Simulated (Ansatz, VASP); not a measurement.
GaSe4: VASP beside Ansatz

```
CELL_PARAMETERS angstrom
7.33433 0.00000 0.00000
0.00000 7.33433 0.00000
0.00000 0.00000 6.67824
ATOMIC_POSITIONS crystal
Ga 0.00000 0.00000 0.00000
Ga 0.50000 0.50000 0.00000
Se 0.50000 0.00000 0.52524
Se 0.00000 0.50000 0.47476
Se 0.25000 0.75000 0.00000
Se 0.75000 0.25000 0.00000
Se 0.75000 0.75000 0.00000
Se 0.25000 0.25000 0.00000
Se 0.50000 0.00000 0.85849
Se 0.00000 0.50000 0.14151
```

Alike in both runs: functional PBE; k mesh 3 × 3 × 2; occupations gaussian, width 0.2 eV; no spin polarisation.

Ansatz relaxed the structure, and its values are those at the end. VASP's run is a single point on that final structure, the one shown.

|  | VASP | Ansatz |
| --- | --- | --- |
| version | VASP 6.6.1 | Ansatz 0.2.0 |
| potentials or method | VASP PAW PBE potentials, release 64 (Ga_d, Se), cutoff 520 eV | scalar-relativistic, plane waves, PAW |
| valence electrons in the cell | 74 | 154 |

Ansatz gave:

```
gap on the k mesh at the Fermi level (eV) : none
pressure (GPa)                            : 0.2
rms of the force components (eV/Å)        : 0.012
```

**Question.** Which values does VASP return?

**Answer.** gap on the k mesh at the Fermi level (eV): none; pressure (GPa): 0.2; rms of the force components (eV/Å): 0.006.

A gap of «none» marks a metal or a gap that the smearing closes. VASP's potentials hold 74 valence electrons a cell and Ansatz's 154, so a difference there can come from the potentials and not from the codes.

The k mesh is coarse, so the values compare programs but aren't converged.
